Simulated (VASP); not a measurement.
# Sb2Te4O (C2/m) in VASP: single point with PBE

Aim: the single point of Sb2Te4O with PBE.

Program: VASP 6.6.1. These are calculated values, not measurements. Logs are shortened: lines on timing, memory, paths and dates and some standing lists are left out, and cuts for length are marked.

## 1. The cell of the first run

Symmetry: C2/m, No. 12, monoclinic system. Conventional cell: a = 7.809 Å, b = 4.327 Å, c = 13.149 Å, α = 90.00°, β = 105.36°, γ = 90.00°. Sb (site symmetry m) has 1 O at 2.03 Å within 2.7 Å. Te (site symmetry m) has 3 Sb at 2.94 to 3.33 Å and 3 Te at 3.39 to 3.76 Å and 2 O at 3.67 Å within 3.9 Å. Te (site symmetry m) has 4 Te at 2.75 to 3.39 Å within 3.6 Å. Within 2.7 Å of O (site symmetry 2/m) lie 2 Sb at 2.03 Å.

## 2. Single point, PBE

File INCAR:

```
PREC     = Accurate       # precision mode
ENCUT    = 600            # plane-wave cutoff, eV
EDIFF    = 1E-6           # SCF threshold, eV
ISMEAR   = 0              # smearing method
SIGMA    = 0.15           # smearing width, eV
LREAL    = False          # projectors in reciprocal space
LASPH    = True           # aspherical terms in the spheres
NELM     = 120            # most SCF steps
ALGO     = Normal         # electronic algorithm
ISIF     = 2              # what is computed and relaxed
LWAVE    = False          # write WAVECAR
LCHARG   = False          # write CHGCAR
GGA      = PE             # functional
NBANDS   = 29             # bands
GGA_COMPAT= False
```

File KPOINTS:

```
regular mesh
0
Gamma
  3 3 1
```

File POSCAR:

```
Sb2Te4O
1.0
    3.8966931348     -2.1637309738     -0.2436383674
    3.8966931348      2.1637309738     -0.2436383674
   -3.5270393491      0.0000000000     12.9245050323
Sb Te O
2 4 1
Direct
    0.2615969827      0.2615969827      0.0946635018
    0.7384030173      0.7384030173      0.9053364982
    0.7031388929      0.7031388929      0.2288238120
    0.2968611071      0.2968611071      0.7711761880
    0.9011385616      0.9011385616      0.5684172522
    0.0988614384      0.0988614384      0.4315827478
    0.0000000000      0.0000000000      0.0000000000
```

Potentials or basis: VASP PAW PBE potentials, release 64 (Sb, Te, O).

The run is started by

```
> cat potpaw_PBE.64/Sb/POTCAR potpaw_PBE.64/Te/POTCAR potpaw_PBE.64/O/POTCAR > POTCAR
> mpirun -np 1 vasp_std > vasp.out
```

OUTCAR:

```text
PREC = Accurate
   ENCUT = 600
   EDIFF = 1E-6
   ISMEAR = 0
   LREAL = False
   LASPH = True
   NELM = 120
   ISIF = 2
   GGA = PE

 ion  position               nearest neighbor table
   1  0.262  0.262  0.095-   7 2.03   3 2.94   3 2.94   2 3.29   2 3.29   3 3.33
   2  0.738  0.738  0.905-   7 2.03   4 2.94   4 2.94   1 3.29   1 3.29   4 3.33
   3  0.703  0.703  0.229-   1 2.94   1 2.94   1 3.33   6 3.39
   4  0.297  0.297  0.771-   2 2.94   2 2.94   2 3.33   5 3.39
   5  0.901  0.901  0.568-   6 2.75   6 3.29   6 3.29   4 3.39
   6  0.099  0.099  0.432-   5 2.75   5 3.29   5 3.29   3 3.39
   7  0.000  0.000  0.000-   1 2.03   2 2.03

  Warning from LATTYP: Got some problem with cell dimensions!
  Tried to take original basis but could not verify dimensions!
  LATTYP: Found a base centered monoclinic cell.
 ALAT       =     7.8086047514
 B/A-ratio  =     0.5541914446
 C/A-ratio  =     1.6838636793
 COS(beta)  =    -0.2648122714

  Lattice vectors:

 A1 = (  -3.8966931348,   2.1637309738,   0.2436383674)
 A2 = (  -3.8966931348,  -2.1637309738,   0.2436383674)
 A3 = (   4.2663469205,   0.0000000000,  12.4372282975)

Analysis of symmetry for initial positions (statically):
=====================================================================
 Subroutine PRICEL returns:
 Original cell was already a primitive cell.

 Routine SETGRP: Setting up the symmetry group for a
 base centered monoclinic supercell.

 Subroutine GETGRP returns: Found  4 space group operations
 (whereof  4 operations were pure point group operations)
 out of a pool of  4 trial point group operations.

The static configuration has the point symmetry C_2h.

Analysis of symmetry for dynamics (positions and initial velocities):
=====================================================================
 Subroutine PRICEL returns:
 Original cell was already a primitive cell.

 Routine SETGRP: Setting up the symmetry group for a
 base centered monoclinic supercell.

 Subroutine GETGRP returns: Found  4 space group operations
 (whereof  4 operations were pure point group operations)
 out of a pool of  4 trial point group operations.

The dynamic configuration has the point symmetry C_2h.

 Subroutine INISYM returns: Found  4 space group operations
 (whereof  4 operations are pure point group operations),
 and found     1 'primitive' translations

----------------------------------------------------------------------------------------

                                     Primitive cell

  volume of cell :     214.2245

  direct lattice vectors                    reciprocal lattice vectors
     3.896693135 -2.163730974 -0.243638367     0.130541305 -0.231082332  0.035624136
     3.896693135  2.163730974 -0.243638367     0.130541305  0.231082332  0.035624136
    -3.527039349  0.000000000 12.924505032     0.004921638  0.000000000  0.078715495

  length of vectors
     4.463777410  4.463777410 13.397120470     0.267785652  0.267785652  0.078869206

  position of ions in fractional coordinates (direct lattice)
     0.261596983  0.261596983  0.094663502
     0.738403017  0.738403017  0.905336498
     0.703138893  0.703138893  0.228823812
     0.296861107  0.296861107  0.771176188
     0.901138562  0.901138562  0.568417252
     0.098861438  0.098861438  0.431582748
     0.000000000  0.000000000  0.000000000

  ion indices of the primitive-cell ions
   primitive index   ion index
                 1           1
                 2           2
                 3           3
                 4           4
                 5           5
                 6           6
                 7           7

----------------------------------------------------------------------------------------

 KPOINTS: regular mesh

Automatic generation of k-mesh.
 Grid dimensions read from file:
 generate k-points for:    3    3    1

 Generating k-lattice:

  Cartesian coordinates                     Fractional coordinates (reciprocal lattice)
     0.043513768 -0.077027444  0.011874712     0.333333333 -0.000000000  0.000000000
     0.043513768  0.077027444  0.011874712    -0.000000000  0.333333333  0.000000000
     0.004921638  0.000000000  0.078715495     0.000000000  0.000000000  1.000000000

  Length of vectors
     0.089261884  0.089261884  0.078869206

  Shift w.r.t. Gamma in fractional coordinates (k-lattice)
     0.000000000  0.000000000  0.000000000

 Subroutine IBZKPT returns following result:
 ===========================================

 Found      4 irreducible k-points:

 Following reciprocal coordinates:
            Coordinates               Weight
  0.000000  0.000000  0.000000      1.000000
  0.333333  0.000000  0.000000      4.000000
  0.333333  0.333333  0.000000      2.000000
 -0.333333  0.333333  0.000000      2.000000
   k-points           NKPTS =      4   k-points in BZ     NKDIM =      4   number of bands    NBANDS=     29
   number of dos      NEDOS =    301   number of ions     NIONS =      7
   total plane-waves  NPLWV = 139968
   dimension x,y,z NGX =    36 NGY =   36 NGZ =  108
   dimension x,y,z NGXF=    72 NGYF=   72 NGZF=  216
   ions per type =               2   4   1
   NGX,Y,Z   is equivalent  to a cutoff of  13.41, 13.41, 13.40 a.u.
   NGXF,Y,Z  is equivalent  to a cutoff of  26.82, 26.82, 26.80 a.u.
 SYSTEM =  unknown system
   PREC   = accura    normal or accurate (medium, high low for compatibility)
   ISTART =      0    job   : 0-new  1-cont  2-samecut
   ICHARG =      2    charge: 1-file 2-atom 10-const
   ISPIN  =      1    spin polarized calculation?
   LNONCOLLINEAR =      F non collinear calculations
   LSORBIT =      F    spin-orbit coupling
   LASPH  =      T    aspherical Exc in radial PAW
   ENCUT  =  600.0 eV  44.10 Ry    6.64 a.u.   8.92  8.92 26.76*2*pi/ulx,y,z
   NELM   =    120;   NELMIN=  2; NELMDL= -5     # of ELM steps
   EDIFF  = 0.1E-05   stopping-criterion for ELM
   LREAL  =      F    real-space projection
[... 7 lines left out ...]
   TEBEG  =    0.0;   TEEND  =   0.0 temperature during run
   PSTRESS=    0.0 pullay stress
   NELECT =      40.0000    total number of electrons
   NUPDOWN=      -1.0000    fix difference up-down
   EMIN   =  10.00;   EMAX   =-10.00  energy-range for DOS
   EFERMI =   0.00;   METHOD = LEGACY
   ISMEAR =     0;   SIGMA  =   0.15  broadening in eV -4-tet -1-fermi 0-gaus
   EFERMI_NEDOS =   21; number of points for ismear=-14 and -15
   IALGO  =     38    algorithm
   IMIX   =      4    mixing-type and parameters
     AMIX     =   0.40;   BMIX     =  1.00
     AMIX_MAG =   1.60;   BMIX_MAG =  1.00
  volume/ion in A,a.u.               =      30.60       206.52
  Fermi-wavevector in a.u.,A,eV,Ry     =   0.935704  1.768224 11.912468  0.875542
  Thomas-Fermi vector in A             =   2.062638
   LORBIT       =      0    0 simple, 1 ext, 2 COOP (PROOUT), +10 PAW based schemes
   GGA     = PE    functional components
   LHFCALC =     F    Hartree Fock is set to
   AEXX    =    0.0000 exact exchange contribution
   IVDW    =     0    specifies the selected vdW correction
   LEPSILON=     F    determine dielectric tensor
   LRPA    =     F    only Hartree local field effects (RPA)
 non-spin polarized calculation
 Gauss-broadening in eV      SIGMA  =   0.15
  energy-cutoff  :      600.00
  volume of cell :      214.22
 maximum number of plane-waves:      7174
   NGX = 17   NGY = 17   NGZ = 53

 number of electron      40.0000001 magnetization

 Free energy of the ion-electron system (eV)
  ---------------------------------------------------
  ext. energy  EPLUGINS =         0.00000000
  ---------------------------------------------------
  free energy    TOTEN  =       -26.99953981 eV

  energy without entropy =      -26.97346239  energy(sigma->0) =      -26.98650110

 E-fermi :   5.8174     XC(G=0):  -9.0409

 val. band max:        5.7938562732   @ k =   0.3333   0.3333   0.0000
 cond. band min:       6.0925641192   @ k =   0.3333   0.3333   0.0000
 fundamental gap:      0.2987078461
 Fermi energy:         5.8174227241

 k-point     1 :       0.0000    0.0000    0.0000
  band No.  band energies     occupation
      1     -13.0326      2.00000
      2      -7.5364      2.00000
      3      -6.6371      2.00000
      4      -6.2554      2.00000
      5      -4.1408      2.00000
      6      -2.7862      2.00000
      7      -2.4449      2.00000
      8       0.8693      2.00000
      9       2.1678      2.00000
     10       2.2665      2.00000
     11       2.7409      2.00000
     12       2.8239      2.00000
     13       3.1703      2.00000
     14       3.5821      2.00000
     15       3.8864      2.00000
     16       4.0140      2.00000
     17       4.2210      2.00000
     18       4.3475      2.00000
     19       4.9017      2.00000
     20       4.9475      2.00000
     21       5.7254      1.61424
     22       6.1371      0.00258
     23       6.2067      0.00024
     24       6.5704      0.00000
     25       7.4880      0.00000
     26       7.6345      0.00000
     27       7.9667      0.00000
     28       9.4017      0.00000
     29      10.9543      0.00000

 k-point     2 :       0.3333    0.0000    0.0000
  band No.  band energies     occupation
      1     -12.9523      2.00000
      2      -6.9489      2.00000
      3      -5.8383      2.00000
      4      -5.7815      2.00000
      5      -4.2839      2.00000
      6      -4.0222      2.00000
      7      -2.6203      2.00000
      8       0.3689      2.00000
      9       0.5837      2.00000
     10       1.3062      2.00000
     11       1.8161      2.00000
     12       2.1631      2.00000
     13       2.4843      2.00000
     14       2.6812      2.00000
     15       2.7969      2.00000
     16       3.3610      2.00000
     17       3.8508      2.00000
     18       3.9987      2.00000
     19       4.4252      2.00000
     20       5.0613      2.00000
     21       6.1301      0.00320
     22       6.4971      0.00000
     23       7.0616      0.00000
     24       7.2114      0.00000
     25       7.9117      0.00000
     26       8.5943      0.00000
     27       9.2654      0.00000
     28       9.7176      0.00000
     29      10.5984      0.00000

 k-point     3 :       0.3333    0.3333    0.0000
  band No.  band energies     occupation
      1     -12.9204      2.00000
      2      -6.7831      2.00000
      3      -6.2429      2.00000
      4      -5.8981      2.00000
      5      -4.7497      2.00000
      6      -4.1322      2.00000
      7      -1.9811      2.00000
      8       0.3650      2.00000
      9       0.8482      2.00000
     10       1.4418      2.00000
     11       1.6138      2.00000
     12       1.7867      2.00000
     13       2.8257      2.00000
     14       3.1328      2.00000
     15       3.2049      2.00000
     16       3.4916      2.00000
     17       3.8873      2.00000
     18       4.1136      2.00000
     19       4.7366      2.00000
     20       5.7939      1.17583
     21       6.0926      0.00949
     22       6.3137      0.00000
     23       7.0912      0.00000
     24       7.2013      0.00000
     25       7.7684      0.00000
     26       8.4604      0.00000
     27       9.2145      0.00000
     28       9.4862      0.00000
     29      10.3896      0.00000

 k-point     4 :      -0.3333    0.3333    0.0000
  band No.  band energies     occupation
      1     -12.8954      2.00000
      2      -6.3325      2.00000
      3      -5.6165      2.00000
      4      -5.2910      2.00000
      5      -4.9445      2.00000
      6      -4.6396      2.00000
      7      -2.7651      2.00000
      8       0.3987      2.00000
      9       0.4966      2.00000
     10       0.7569      2.00000
     11       1.0850      2.00000
     12       1.3963      2.00000
     13       1.6386      2.00000
     14       2.6460      2.00000
     15       2.7500      2.00000
     16       3.5716      2.00000
     17       3.8382      2.00000
     18       3.8540      2.00000
     19       4.3759      2.00000
     20       5.4297      1.99974
     21       6.3091      0.00000
     22       6.5544      0.00000
     23       7.1069      0.00000
     24       8.1050      0.00000
     25       8.3747      0.00000
     26       9.2737      0.00000
     27       9.5450      0.00000
     28      10.4471      0.00000
     29      11.0026      0.00000

------------------------ aborting loop because EDIFF is reached ----------------------------------------

  FORCE on cell =-STRESS in cart. coord.  units (eV):
  Direction    XX          YY          ZZ          XY          YZ          ZX
  --------------------------------------------------------------------------------------
  -------------------------------------------------------------------------------------
  Total        0.4509671      0.1762955     -0.1173808      0.0000000      0.0000000     -0.2330284
  in kB        3.3727660      1.3185078     -0.8778865      0.0000000      0.0000000     -1.7428106
  external PRESSURE =       1.2711291 kB  Pullay stress =       0.0000000 kB

 VOLUME and BASIS-vectors are now :
 -----------------------------------------------------------------------------
  energy-cutoff  :      600.00
  volume of cell :      214.22
      direct lattice vectors                 reciprocal lattice vectors
     3.896693135 -2.163730974 -0.243638367     0.130541305 -0.231082332  0.035624136
     3.896693135  2.163730974 -0.243638367     0.130541305  0.231082332  0.035624136
    -3.527039349  0.000000000 12.924505032     0.004921638  0.000000000  0.078715495

 POSITION                                       TOTAL-FORCE (eV/Angst)
 -----------------------------------------------------------------------------------
      1.70484      0.00000      1.09601         0.000316     -0.000000      0.034758
      2.56150      0.00000     11.34122        -0.000316     -0.000000     -0.034758
      4.67276      0.00000      2.61481        -0.000336     -0.000000     -0.016825
     -0.40642      0.00000      9.82242         0.000336     -0.000000      0.016825
      5.01809      0.00000      6.90741        -0.005117     -0.000000      0.001524
     -0.75174      0.00000      5.52982         0.005117     -0.000000     -0.001524
      0.00000      0.00000      0.00000         0.000000      0.000000      0.000000
 -----------------------------------------------------------------------------------
    total drift:                               -0.000000     -0.000000      0.000000

  FREE ENERGIE OF THE ION-ELECTRON SYSTEM (eV)
  ---------------------------------------------------
  free  energy   TOTEN  =       -26.9995398121 eV

  energy  without entropy=      -26.9734623904  energy(sigma->0) =      -26.98650110
```

Wall time 67 s (1 thread of Intel Xeon 8259CL, shared host); peak memory 0.37 GiB.

What came out:

```
Free energy            : -26.9995 eV
Pressure               : 0.1 GPa
Largest force          : 0.035 eV/Å
Band gap on the k mesh : zero (bands 20 and 21 overlap by 0.07 eV)
```

Forces on the atoms (eV/Å):
```
Sb   0.000  0.000  0.035
Sb   0.000  0.000 -0.035
Te   0.000  0.000 -0.017
Te   0.000  0.000  0.017
Te  -0.005  0.000  0.002
Te   0.005  0.000 -0.002
O    0.000  0.000  0.000
```

Caveat: the k points lie up to 0.56 Å⁻¹ apart; spin-orbit coupling is left out, which moves the levels of the heavy elements.
